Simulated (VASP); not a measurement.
Crystal: Sb.

```
Sb
1.0
     2.15420    1.24373    3.75800
    -2.15420    1.24373    3.75800
     0.00000   -2.48746    3.75800
Sb
2
Direct
  0.76651 0.76651 0.76651
  0.23349 0.23349 0.23349
```

Base run:

* Program: VASP 6.6.1
* Functional: PBEsol
* Potentials or basis: VASP PAW PBE potentials, release 64 (Sb)
* Cutoff: 520 eV
* k mesh: 8 × 8 × 8
* Occupations: fermi-dirac, width 0.05 eV
* Spin: no spin polarisation

Its results: band gap on the k mesh zero (band 5 reaches 7.20 eV, above the bottom of band 6 at 6.89 eV); pressure 0.2 GPa; largest force 0.157 eV/Å.

Question: The run is repeated on the same cell with these changes: functional from PBEsol to LDA; potentials or basis from VASP PAW PBE potentials, release 64 (Sb) to VASP PAW LDA potentials, release 64 (Sb). What comes out?

Answer: Band gap on the k mesh zero (band 5 reaches 7.20 eV, above the bottom of band 6 at 6.89 eV); pressure -0.9 GPa; largest force 0.076 eV/Å.

Caveats: spin-orbit coupling is left out, which moves the levels of the heavy elements; the PAW data sets were made with another functional, which shifts forces and pressure a little (some runs).
